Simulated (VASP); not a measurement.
# Li (C2/m) in VASP: notebook

Li is run at these levels: PBE; tasks: single point.

Everything below comes from runs of VASP 6.6.1. Logs are shortened: lines on timing, memory, paths and dates and some standing lists are left out, and cuts for length are marked.

## Step 1: The cell of the first run

It takes space group C2/m (No. 12, monoclinic). Conventional cell: a = 5.308 Å, b = 3.065 Å, c = 4.965 Å, α = 90.00°, β = 90.00°, γ = 90.00°. Li (site symmetry m) has 3 Li at 2.13 to 2.71 Å within 2.8 Å.

## Step 2: Single point, PBE (shortest bond scaled by 0.7)

INCAR

```
  ALGO = Normal
  EDIFF = 1E-7
  ENCUT = 520
  GGA = PE
  ISIF = 2
  ISMEAR = -1
  LASPH = T
  LCHARG = F
  LREAL = F
  LWAVE = F
  NBANDS = 10
  NELM = 60
  PREC = Accurate
  SIGMA = 0.05
```

KPOINTS

```
k-points
0
Gamma
  11 11 6
```

POSCAR

```
Li
1.0
    3.0646488937      0.0000000000      0.0000000000
   -1.5323244468      2.6540637956      0.0000000000
    0.0000000000      0.0000000000      4.9647312077
Li
2
Direct
    0.2333333333      0.6166666667      0.1750000000
    0.7666666667      0.3833333333      0.8250000000
```

Potentials or basis: VASP PAW PBE potentials, release 64 (Li_sv).

The run is started by

```console
> cat potpaw_PBE.64/Li_sv/POTCAR > POTCAR
> mpirun -np 1 vasp_std > vasp.out
```

OUTCAR:

```text
EDIFF = 1E-7
   ENCUT = 520
   GGA = PE
   ISIF = 2
   ISMEAR = -1
   LASPH = T
   LREAL = F
   NELM = 60
   PREC = Accurate

 ion  position               nearest neighbor table
   1  0.233  0.617  0.175-   2 2.13
   2  0.767  0.383  0.825-   1 2.13

  LATTYP: Found a hexagonal cell.
 ALAT       =     3.0646488937
 C/A-ratio  =     1.6200000000

  Lattice vectors:

 A1 = (   3.0646488937,   0.0000000000,   0.0000000000)
 A2 = (  -1.5323244468,   2.6540637956,   0.0000000000)
 A3 = (   0.0000000000,   0.0000000000,   4.9647312077)

Analysis of symmetry for initial positions (statically):
=====================================================================
 Subroutine PRICEL returns:
 Original cell was already a primitive cell.

 Routine SETGRP: Setting up the symmetry group for a
 hexagonal supercell.

 Subroutine GETGRP returns: Found  4 space group operations
 (whereof  4 operations were pure point group operations)
 out of a pool of 24 trial point group operations.

The static configuration has the point symmetry C_2h.

Analysis of symmetry for dynamics (positions and initial velocities):
=====================================================================
 Subroutine PRICEL returns:
 Original cell was already a primitive cell.

 Routine SETGRP: Setting up the symmetry group for a
 hexagonal supercell.

 Subroutine GETGRP returns: Found  4 space group operations
 (whereof  4 operations were pure point group operations)
 out of a pool of 24 trial point group operations.

The dynamic configuration has the point symmetry C_2h.

 Subroutine INISYM returns: Found  4 space group operations
 (whereof  4 operations are pure point group operations),
 and found     1 'primitive' translations

----------------------------------------------------------------------------------------

                                     Primitive cell

  volume of cell :      40.3820

  direct lattice vectors                    reciprocal lattice vectors
     3.064648894  0.000000000  0.000000000     0.326301653  0.188390347  0.000000000
    -1.532324447  2.654063796  0.000000000     0.000000000  0.376780694  0.000000000
     0.000000000  0.000000000  4.964731208     0.000000000  0.000000000  0.201420773

  length of vectors
     3.064648894  3.064648894  4.964731208     0.376780694  0.376780694  0.201420773

  position of ions in fractional coordinates (direct lattice)
     0.233333333  0.616666667  0.175000000
     0.766666667  0.383333333  0.825000000

  ion indices of the primitive-cell ions
   primitive index   ion index
                 1           1
                 2           2

----------------------------------------------------------------------------------------

 KPOINTS: k-points

Automatic generation of k-mesh.
 Grid dimensions read from file:
 generate k-points for:   11   11    6

 Generating k-lattice:

  Cartesian coordinates                     Fractional coordinates (reciprocal lattice)
     0.029663787  0.017126395  0.000000000     0.090909091 -0.000000000  0.000000000
     0.000000000  0.034252790  0.000000000     0.000000000  0.090909091  0.000000000
     0.000000000  0.000000000  0.033570129     0.000000000  0.000000000  0.166666667

  Length of vectors
     0.034252790  0.034252790  0.033570129

  Shift w.r.t. Gamma in fractional coordinates (k-lattice)
     0.000000000  0.000000000  0.000000000

 Subroutine IBZKPT returns following result:
 ===========================================

 Found    204 irreducible k-points:

 Following reciprocal coordinates:
            Coordinates               Weight
  0.000000  0.000000  0.000000      1.000000
  0.090909 -0.000000  0.000000      2.000000
  0.000000  0.090909  0.000000      4.000000
  0.181818  0.000000  0.000000      2.000000
  0.000000  0.181818  0.000000      4.000000
  0.272727  0.000000  0.000000      2.000000
[... 16 lines left out ...]
  0.454545  0.090909  0.000000      2.000000
 -0.090909 -0.454545  0.000000      4.000000
 [... further k-points ...]
   k-points           NKPTS =    204   k-points in BZ     NKDIM =    204   number of bands    NBANDS=     10
   number of dos      NEDOS =    301   number of ions     NIONS =      2
   total plane-waves  NPLWV =  23040
   dimension x,y,z NGX =    24 NGY =   24 NGZ =   40
   dimension x,y,z NGXF=    48 NGYF=   48 NGZF=   80
   ions per type =               2
   NGX,Y,Z   is equivalent  to a cutoff of  13.02, 13.02, 13.39 a.u.
   NGXF,Y,Z  is equivalent  to a cutoff of  26.04, 26.04, 26.79 a.u.
 SYSTEM =  unknown system
   PREC   = accura    normal or accurate (medium, high low for compatibility)
   ISTART =      0    job   : 0-new  1-cont  2-samecut
   ICHARG =      2    charge: 1-file 2-atom 10-const
   ISPIN  =      1    spin polarized calculation?
   LNONCOLLINEAR =      F non collinear calculations
   LSORBIT =      F    spin-orbit coupling
   LASPH  =      T    aspherical Exc in radial PAW
   ENCUT  =  520.0 eV  38.22 Ry    6.18 a.u.   5.70  5.70  9.23*2*pi/ulx,y,z
   NELM   =     60;   NELMIN=  2; NELMDL= -5     # of ELM steps
   EDIFF  = 0.1E-06   stopping-criterion for ELM
   LREAL  =      F    real-space projection
   EDIFFG = 0.1E-05   stopping-criterion for IOM
   NSW    =      0    number of steps for IOM
   IBRION =     -1    ionic relax: 0-MD 1-quasi-New 2-CG
   NFREE  =      0    steps in history (QN), initial steepest desc. (CG)
   ISIF   =      2    stress and relaxation
   ISYM   =      2    0-nonsym 1-usesym 2-fastsym
   POTIM  = 0.5000    time-step for ionic-motion
   TEBEG  =    0.0;   TEEND  =   0.0 temperature during run
   PSTRESS=    0.0 pullay stress
   NELECT =       6.0000    total number of electrons
   NUPDOWN=      -1.0000    fix difference up-down
   EMIN   =  10.00;   EMAX   =-10.00  energy-range for DOS
   EFERMI =   0.00;   METHOD = LEGACY
   ISMEAR =    -1;   SIGMA  =   0.05  broadening in eV -4-tet -1-fermi 0-gaus
   EFERMI_NEDOS =   21; number of points for ismear=-14 and -15
   IALGO  =     38    algorithm
   IMIX   =      4    mixing-type and parameters
     AMIX     =   0.40;   BMIX     =  1.00
     AMIX_MAG =   1.60;   BMIX_MAG =  1.00
  volume/ion in A,a.u.               =      20.19       136.26
  Fermi-wavevector in a.u.,A,eV,Ry     =   0.867087  1.638557 10.229401  0.751840
  Thomas-Fermi vector in A             =   1.985570
   LORBIT       =      0    0 simple, 1 ext, 2 COOP (PROOUT), +10 PAW based schemes
   GGA     = PE    functional components
   LHFCALC =     F    Hartree Fock is set to
   AEXX    =    0.0000 exact exchange contribution
   IVDW    =     0    specifies the selected vdW correction
   LEPSILON=     F    determine dielectric tensor
   LRPA    =     F    only Hartree local field effects (RPA)
 non-spin polarized calculation
  energy-cutoff  :      520.00
  volume of cell :       40.38
 maximum number of plane-waves:      1108
   NGX = 11   NGY = 11   NGZ = 19

 number of electron       6.0000007 magnetization

 Free energy of the ion-electron system (eV)
  ---------------------------------------------------
  ext. energy  EPLUGINS =         0.00000000
  ---------------------------------------------------
  free energy    TOTEN  =        -3.32383832 eV

  energy without entropy =       -3.31611445  energy(sigma->0) =       -3.31997638

 E-fermi :   0.5160     XC(G=0):  -6.9537

 val. band max:        0.5147624786   @ k =   0.4545   0.2727   0.1667
 cond. band min:       0.5331460536   @ k =   0.0909   0.4545   0.3333
 fundamental gap:      0.0183835750
 Fermi energy:         0.5160181286

 k-point     1 :       0.0000    0.0000    0.0000
  band No.  band energies     occupation
      1     -46.1252      2.00000
      2     -46.0033      2.00000
      3      -2.8852      2.00000
      4       1.1133      0.00001
      5       2.9771      0.00000
      6      12.1857      0.00000
      7      13.0433      0.00000
      8      13.4526      0.00000
      9      14.9762      0.00000
     10      16.7349      0.00000

 k-point     2 :       0.0909   -0.0000    0.0000
  band No.  band energies     occupation
      1     -46.1228      2.00000
      2     -46.0039      2.00000
      3      -2.7611      2.00000
      4       1.2772      0.00000
      5       3.0363      0.00000
      6      11.1843      0.00000
      7      11.7649      0.00000
      8      14.5929      0.00000
      9      14.6902      0.00000
     10      15.3851      0.00000

 k-point     3 :       0.0000    0.0909    0.0000
  band No.  band energies     occupation
      1     -46.1234      2.00000
      2     -46.0032      2.00000
      3      -2.7625      2.00000
      4       1.2775      0.00000
      5       3.0608      0.00000
      6      11.1649      0.00000
      7      11.9399      0.00000
      8      13.3187      0.00000
      9      15.1149      0.00000
     10      16.4318      0.00000

 k-point     4 :       0.1818    0.0000    0.0000
  band No.  band energies     occupation
      1     -46.1161      2.00000
      2     -46.0054      2.00000
      3      -2.3886      2.00000
      4       1.7687      0.00000
      5       3.1768      0.00000
      6       9.1719      0.00000
      7      10.4995      0.00000
      8      13.9168      0.00000
      9      14.3157      0.00000
     10      14.7318      0.00000

 k-point     5 :       0.0000    0.1818    0.0000
  band No.  band energies     occupation
      1     -46.1185      2.00000
      2     -46.0030      2.00000
      3      -2.3954      2.00000
      4       1.7696      0.00000
      5       3.2944      0.00000
      6       8.9738      0.00000
      7      10.7604      0.00000
      8      12.7622      0.00000
      9      13.7839      0.00000
     10      14.9842      0.00000

 k-point     6 :       0.2727    0.0000    0.0000
  band No.  band energies     occupation
      1     -46.1068      2.00000
      2     -46.0081      2.00000
      3      -1.7664      2.00000
      4       2.5841      0.00000
      5       3.2125      0.00000
      6       7.3735      0.00000
      7       9.5176      0.00000
      8      12.0463      0.00000
      9      12.1337      0.00000
     10      14.0462      0.00000
[... 183 lines left out ...]
 k-point    21 :      -0.0909    0.4545    0.0000
  band No.  band energies     occupation
      1     -46.1033      2.00000
      2     -46.0028      2.00000
      3      -0.4225      2.00000
      4       2.9189      0.00000
      5       4.4519      0.00000
      6       6.0952      0.00000
      7       7.2752      0.00000
      8       8.6414      0.00000
      9      10.3281      0.00000
     10      12.1492      0.00000

 k-point    22 :      -0.4545    0.3636    0.0000
  band No.  band energies     occupation
      1     -46.1018      2.00000
      2     -46.0042      2.00000
      3      -0.4204      2.00000
      4       2.9425      0.00000
      5       4.4485      0.00000
      6       5.6135      0.00000
      7       8.0065      0.00000
      8       8.6123      0.00000
      9      10.1163      0.00000
     10      12.1542      0.00000

 k-point    23 :       0.4545    0.0909    0.0000
  band No.  band energies     occupation
      1     -46.0909      2.00000
      2     -46.0132      2.00000
      3       0.8136      0.00519
      4       1.0710      0.00003
      5       5.5995      0.00000
      6       6.1918      0.00000
      7       6.8598      0.00000
      8       8.5599      0.00000
      9       9.2549      0.00000
     10      13.3932      0.00000

 k-point    24 :      -0.0909   -0.4545    0.0000
  band No.  band energies     occupation
      1     -46.1007      2.00000
      2     -46.0036      2.00000
      3       0.1747      1.99783
      4       2.2170      0.00000
      5       5.3095      0.00000
      6       6.4127      0.00000
      7       6.9299      0.00000
      8       7.4095      0.00000
      9       9.7925      0.00000
     10      12.0103      0.00000

 [... further k-points ...]

------------------------ aborting loop because EDIFF is reached ----------------------------------------

  FORCE on cell =-STRESS in cart. coord.  units (eV):
  Direction    XX          YY          ZZ          XY          YZ          ZX
  --------------------------------------------------------------------------------------
  -------------------------------------------------------------------------------------
  Total        0.4710370      0.1236410      1.3125311      0.3008538      0.2866160      0.4964336
  in kB       18.6886453      4.9055228     52.0753707     11.9365343     11.3716412     19.6962653
  external PRESSURE =      25.2231796 kB  Pullay stress =       0.0000000 kB

 VOLUME and BASIS-vectors are now :
 -----------------------------------------------------------------------------
  energy-cutoff  :      520.00
  volume of cell :       40.38
      direct lattice vectors                 reciprocal lattice vectors
     3.064648894  0.000000000  0.000000000     0.326301653  0.188390347  0.000000000
    -1.532324447  2.654063796  0.000000000     0.000000000  0.376780694  0.000000000
     0.000000000  0.000000000  4.964731208     0.000000000  0.000000000  0.201420773

 POSITION                                       TOTAL-FORCE (eV/Angst)
 -----------------------------------------------------------------------------------
     -0.22985      1.63667      0.86883         0.319932      0.184713      1.330496
      1.76217      1.01739      4.09590        -0.319932     -0.184713     -1.330496
 -----------------------------------------------------------------------------------
    total drift:                               -0.000000      0.000000     -0.000000

  FREE ENERGIE OF THE ION-ELECTRON SYSTEM (eV)
  ---------------------------------------------------
  free  energy   TOTEN  =        -3.3238383178 eV

  energy  without entropy=       -3.3161144453  energy(sigma->0) =       -3.31997638
```

Run time: 38 s. Hardware: 1 thread of Intel Xeon Platinum 8259CL at 2.50GHz (Skylake/Cascade Lake), shared host; peak memory 0.19 GiB.

What came out:

```
Free energy            : -3.3238 eV
Largest force          : 1.381 eV/Å
Band gap on the k mesh : zero (bands 3 and 4 overlap by 3.38 eV)
```

Forces on the atoms (eV/Å):
```
Li   0.320  0.185  1.330
Li  -0.320 -0.185 -1.330
```

Caveat: the cell differs from its parent crystal (shortest bond scaled by 0.7); the cutoff is under 1.25 times the usual one of these potentials, so pressure, stress and relaxed cells hold a basis-set (Pulay) error; forces of over 1 eV/Å act on the atoms, so gaps and moduli don't describe the material at rest.

## Step 3: Single point, PBE (shortest bond scaled by 0.7)

INCAR

```
SYSTEM = Li
ALGO = Normal
EDIFF = 1E-6
ENCUT = 520
GGA = PE
ISIF = 2
ISMEAR = -1
LASPH = .True.
LCHARG = .False.
LREAL = .False.
LWAVE = .False.
NBANDS = 10
NELM = 60
PREC = Accurate
SIGMA = 0.05
```

KPOINTS

```
k-points
0
Gamma
  11 11 6
  0 0 0
```

POSCAR is that of step 2.

Potentials or basis: VASP PAW PBE potentials, release 64 (Li_sv).

The run is started by

```console
> cat potpaw_PBE.64/Li_sv/POTCAR > POTCAR
> mpirun -np 1 vasp_std > vasp.out
```

Run time: 42 s. Hardware: 1 thread of Intel Xeon Platinum 8259CL at 2.50GHz (Skylake/Cascade Lake), shared host; peak memory 0.19 GiB.

The run converged. Its results:

```yaml
Free_energy: -3.3238 eV
Largest_force: 1.381 eV/Å
Band_gap_on_the_k_mesh: zero (bands 3 and 4 overlap by 3.38 eV)
```

Forces on the atoms (eV/Å):
```
Li   0.320  0.185  1.331
Li  -0.320 -0.185 -1.331
```

Levels at points of the mesh, in eV from the Fermi level:
| k point | band 1 | band 2 | band 3 | band 4 | band 5 | band 6 | band 7 | band 8 |
| --- | --- | --- | --- | --- | --- | --- | --- | --- |
| (0.00, 0.00, 0.00) | -46.64 | -46.52 | -3.40 | 0.60 | 2.46 | 11.67 | 12.53 | 12.94 |
| (0.00, 0.00, 0.50) | -46.64 | -46.52 | -2.50 | -1.94 | 6.55 | 9.81 | 12.05 | 12.81 |

Caveat: the cell differs from its parent crystal (shortest bond scaled by 0.7); the cutoff is under 1.25 times the usual one of these potentials, so pressure, stress and relaxed cells hold a basis-set (Pulay) error; forces of over 1 eV/Å act on the atoms, so gaps and moduli don't describe the material at rest.

## Step 4: Single point, PBE (shortest bond scaled by 0.64)

INCAR

```
  ALGO = Normal
  EDIFF = 1E-6
  ENCUT = 520
  GGA = PE
  ISIF = 2
  ISMEAR = -1
  LASPH = T
  LCHARG = T
  LELF = T
  LREAL = F
  LVHAR = T
  LWAVE = F
  NBANDS = 10
  NELM = 60
  PREC = Accurate
  SIGMA = 0.05
```

KPOINTS

```
k-points
0
Gamma
  11 11 6
```

POSCAR

```
Li
1.0
    3.0646488937      0.0000000000      0.0000000000
   -1.5323244468      2.6540637956      0.0000000000
    0.0000000000      0.0000000000      4.9647312077
Li
2
Direct
    0.2133333333      0.6066666667      0.1600000000
    0.7866666667      0.3933333333      0.8400000000
```

The run is started by

```console
> cat potpaw_PBE.64/Li_sv/POTCAR > POTCAR
> mpirun -np 1 vasp_std > vasp.out
```

It took 41 s on 1 thread of Intel Xeon Platinum 8259CL at 2.50GHz (Skylake/Cascade Lake), shared host; peak memory 0.19 GiB.

The run converged. Its results:

| Property | Result |
| --- | --- |
| Free energy | -3.0451 eV |
| Largest force | 1.851 eV/Å |
| Band gap on the k mesh | zero (bands 3 and 4 overlap by 3.12 eV) |

Forces in eV/Å, atoms in the order of the input:
```
Li   0.498  0.288  1.759
Li  -0.498 -0.288 -1.759
```

Levels at points of the mesh, in eV from the Fermi level:
| k point | band 1 | band 2 | band 3 | band 4 | band 5 | band 6 | band 7 | band 8 |
| --- | --- | --- | --- | --- | --- | --- | --- | --- |
| (0.00, 0.00, 0.00) | -46.84 | -46.62 | -3.33 | 0.85 | 2.27 | 11.53 | 12.12 | 13.07 |
| (0.00, 0.00, 0.50) | -46.84 | -46.62 | -2.43 | -1.84 | 6.43 | 9.82 | 11.90 | 12.36 |

Caveat: the cell differs from its parent crystal (shortest bond scaled by 0.64); the cutoff is under 1.25 times the usual one of these potentials, so pressure, stress and relaxed cells hold a basis-set (Pulay) error; forces of over 1 eV/Å act on the atoms, so gaps and moduli don't describe the material at rest.
